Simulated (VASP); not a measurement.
Input of a VASP 6.6.1 run:

Contents of INCAR:

```
  ALGO = Normal
  EDIFF = 1E-6
  ENCUT = 500
  GGA = PE
  GGA_COMPAT = False
  ISIF = 2
  ISMEAR = 1
  LASPH = True
  LCHARG = True
  LELF = True
  LREAL = False
  LVHAR = True
  LWAVE = False
  NBANDS = 19
  NELM = 120
  PREC = Accurate
  SIGMA = 0.1
```

File KPOINTS:

```
k-points
0
Gamma
  13 13 13
```

Contents of POSCAR:

```
Zn
1.0
    0.0000000000      2.6117003705      2.6117003705
    2.6117003705      0.0000000000      2.6117003705
    2.6117003705      2.6117003705      0.0000000000
Zn
2
Direct
    1.0000000000      1.0000000000      1.0000000000
    0.2500000000      0.2500000000      0.2500000000
```

Potentials or basis: VASP PAW PBE potentials, release 64 (Zn).

Run with:

```console
$ cat potpaw_PBE.64/Zn/POTCAR > POTCAR
$ mpirun -np 1 vasp_std > vasp.out
```

Question: Predict the pressure.

Answer: 20.5 GPa.

Question: Estimate the band gap on the k mesh.

Answer: Zero (bands 12 and 13 overlap by 8.12 eV).

Caveat: the cell stands under pressure.
